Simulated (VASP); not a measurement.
A run of VASP 6.6.1 is set up as follows.

File INCAR:

```
SYSTEM = Al3Rh2
PREC = Accurate
ENCUT = 600
EDIFF = 1E-6
ISMEAR = 0
SIGMA = 0.1
LREAL = .FALSE.
LASPH = .TRUE.
NELM = 80
ALGO = Fast
ISIF = 3
LWAVE = .FALSE.
LCHARG = .FALSE.
GGA = PE
IBRION = 2
NSW = 90
EDIFFG = -0.04
```

KPOINTS

```
regular mesh
0
G
  4 4 4
  0 0 0
```

File POSCAR:

```
Al3Rh2
1.0
    5.5407090800      0.0000000000      0.0000000000
    0.0000000000      5.5407090800      0.0000000000
    0.0000000000      0.0000000000      5.5407090800
Al Rh
6 4
Direct
    0.0000000000      0.5000000000      0.5000000000
    0.0000000000      0.5000000000      0.0000000000
    0.5000000000      0.0000000000      0.5000000000
    0.0000000000      0.0000000000      0.5000000000
    0.5000000000      0.0000000000      0.0000000000
    0.5000000000      0.5000000000      0.0000000000
    0.2500000000      0.2500000000      0.2500000000
    0.2500000000      0.7500000000      0.7500000000
    0.7500000000      0.7500000000      0.2500000000
    0.7500000000      0.2500000000      0.7500000000
```

Potentials or basis: VASP PAW PBE potentials, release 64 (Al, Rh_pv).

The run is started by

```bash
$ cat potpaw_PBE.64/Al/POTCAR potpaw_PBE.64/Rh_pv/POTCAR > POTCAR
$ mpirun -np 1 vasp_std > vasp.out
```

Question: Predict the relaxed cell.

Answer: a = 5.744 Å, b = 5.744 Å, c = 5.744 Å, α = 90.00°, β = 90.00°, γ = 90.00°.

Question: Predict the space group after relaxing (to 0.1 Å).

Answer: Pn-3m (No. 224).

Question: Predict the relaxed volume.

Answer: 18.95 Å³/atom.

Final structure:
```yaml
crystal:
  lattice:
    - [5.74381, 0.00000, 0.00000]
    - [0.00000, 5.74381, 0.00000]
    - [0.00000, 0.00000, 5.74381]
  atoms:
    - { symbol: Al, position: [0.00000, 0.50000, 0.50000] }
    - { symbol: Al, position: [0.00000, 0.50000, 0.00000] }
    - { symbol: Al, position: [0.50000, 0.00000, 0.50000] }
    - { symbol: Al, position: [0.00000, 0.00000, 0.50000] }
    - { symbol: Al, position: [0.50000, 0.00000, 0.00000] }
    - { symbol: Al, position: [0.50000, 0.50000, 0.00000] }
    - { symbol: Rh, position: [0.25000, 0.25000, 0.25000] }
    - { symbol: Rh, position: [0.25000, 0.75000, 0.75000] }
    - { symbol: Rh, position: [0.75000, 0.75000, 0.25000] }
    - { symbol: Rh, position: [0.75000, 0.25000, 0.75000] }
```
